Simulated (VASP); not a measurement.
Wanted: the native input for a VASP 6.6.1 run.

```
Task                   : single point
Functional             : PBE
Potentials or basis    : VASP PAW PBE potentials, release 64 (Zn, Se)
Cutoff                 : 500 eV
k mesh                 : 8 × 8 × 8
Occupations            : gaussian, width 0.02 eV
Spin                   : no spin polarisation
Dipole correction      : no
Further INCAR settings : ALGO = Normal; EDIFF = 1e-06; NBANDS = 16
```

The structure of ZnSe (t.b) lies in POSCAR:

```
ZnSe
1.0
    0.0000000000      2.8664716559      2.8664716559
    2.8664716559      0.0000000000      2.8664716559
    2.8664716559      2.8664716559      0.0000000000
Zn Se
1 1
Direct
    0.0000000000      0.0000000000      0.0000000000
    0.2500000000      0.2500000000      0.2500000000
```

These files were run (other wordings do the same):

INCAR

```
SYSTEM = ZnSe
ALGO     = Normal         ! electronic algorithm
EDIFF    = 1E-6           ! SCF threshold, eV
ENCUT    = 500            ! plane-wave cutoff, eV
GGA      = PE             ! functional
GGA_COMPAT= .False.      
ISIF     = 2              ! what is computed and relaxed
ISMEAR   = 0              ! smearing method
LASPH    = .True.         ! aspherical terms in the spheres
LCHARG   = .True.         ! write CHGCAR
LELF     = .True.         ! ELF
LREAL    = .False.        ! projectors in reciprocal space
LVHAR    = .True.       
LWAVE    = .False.        ! write WAVECAR
NBANDS   = 16             ! bands
NELM     = 120            ! most SCF steps
PREC     = Accurate       ! precision mode
SIGMA    = 0.02           ! smearing width, eV
```

KPOINTS

```
k-points
0
Gamma
  8 8 8
  0 0 0
```

Potentials or basis: VASP PAW PBE potentials, release 64 (Zn, Se).

Launch:

```bash
$ cat potpaw_PBE.64/Zn/POTCAR potpaw_PBE.64/Se/POTCAR > POTCAR
$ mpirun -np 1 vasp_std > vasp.out
```

It gave:

```json
{
 "Pressure": "0.2 GPa",
 "Band gap on the k mesh": "1.15 eV, direct"
}
```

Run time: 47 s on 1 thread of Intel Xeon 8259CL (shared host), peak memory 0.18 GiB.
